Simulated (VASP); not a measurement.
Wanted: the native input for a VASP 6.6.1 run.

| Item | Value |
| --- | --- |
| Task | single point |
| Functional | BLYP |
| Potentials or basis | VASP PAW PBE potentials, release 64 (Yb) |
| Cutoff | 520 eV |
| k mesh | 7 × 7 × 7 |
| Occupations | fermi-dirac, width 0.1 eV |
| Spin | no spin polarisation |
| Dipole correction | no |
| Further INCAR settings | ALGO = Normal; EDIFF = 1e-07; NBANDS = 31 |

The structure of Yb lies in POSCAR:

```
Yb
1.0
    0.0000000000      4.6818093222      4.6818093222
    4.6818093222      0.0000000000      4.6818093222
    4.6818093222      4.6818093222      0.0000000000
Yb
2
Direct
    0.1250000000      0.1250000000      0.1250000000
    0.8750000000      0.8750000000      0.8750000000
```

This isn't the form of Yb at room conditions, which is fcc.

These files were run (other wordings do the same):

INCAR

```
AGGAC = 1.0
AGGAX = 1.0
ALDAC = 0.0
ALDAX = 1.0
ALGO = Normal
EDIFF = 1E-7
ENCUT = 520
GGA = B5
ISIF = 2
ISMEAR = -1
LASPH = T
LCHARG = T
LELF = T
LREAL = F
LVHAR = T
LWAVE = F
NBANDS = 31
NELM = 80
PREC = Accurate
SIGMA = 0.1
```

KPOINTS

```
k-points
0
Gamma
  7 7 7
```

Potentials or basis: VASP PAW PBE potentials, release 64 (Yb).

Launch:

```sh
$ cat potpaw_PBE.64/Yb/POTCAR > POTCAR
$ mpirun -np 1 vasp_std > vasp.out
```

Results of the run:

```json
{
 "Pressure": "-0.1 GPa",
 "Band gap on the k mesh": "zero (bands 24 and 25 overlap by 0.64 eV)"
}
```

Caveat: the PAW data sets were made with another functional, which shifts forces and pressure a little; spin-orbit coupling is left out, which moves the levels of the heavy elements.

Run time: 12 min on 1 thread of Intel(R) Xeon(R) 6975P-C (Granite Rapids), on a shared host, peak memory 0.39 GiB.
